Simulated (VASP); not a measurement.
Input of a VASP 6.6.1 run:

INCAR

```
SYSTEM = Sn
ALGO = Normal
EDIFF = 1E-6
ENCUT = 520
GGA = RE
ISIF = 2
ISMEAR = -1
LASPH = .TRUE.
LCHARG = .FALSE.
LREAL = .FALSE.
LWAVE = .FALSE.
NBANDS = 13
NELM = 60
PREC = Accurate
SIGMA = 0.1
```

The input KPOINTS:

```
k-points
0
G
  11 11 11
  0 0 0
```

POSCAR

```
Sn
1.0
    3.0637742142      0.0000000000      0.0000000000
    0.0000000000      3.0637742142      0.0000000000
    0.0000000000      0.0000000000      3.0637742142
Sn
1
Direct
    0.0000000000      0.0000000000      0.0000000000
```

Potentials or basis: VASP PAW PBE potentials, release 64 (Sn_d).

Command:

```sh
$ cat potpaw_PBE.64/Sn_d/POTCAR > POTCAR
$ mpirun -np 1 vasp_std > vasp.out
```

(1) Predict the band gap on the k mesh.

(2) Estimate the pressure.

Answers

(1) zero (band 7 reaches 12.65 eV, above the bottom of band 8 at 5.43 eV).

(2) 2.3 GPa.

Caveat: the PAW data sets were made with another functional, which shifts forces and pressure a little; spin-orbit coupling is left out, which moves the levels of the heavy elements.
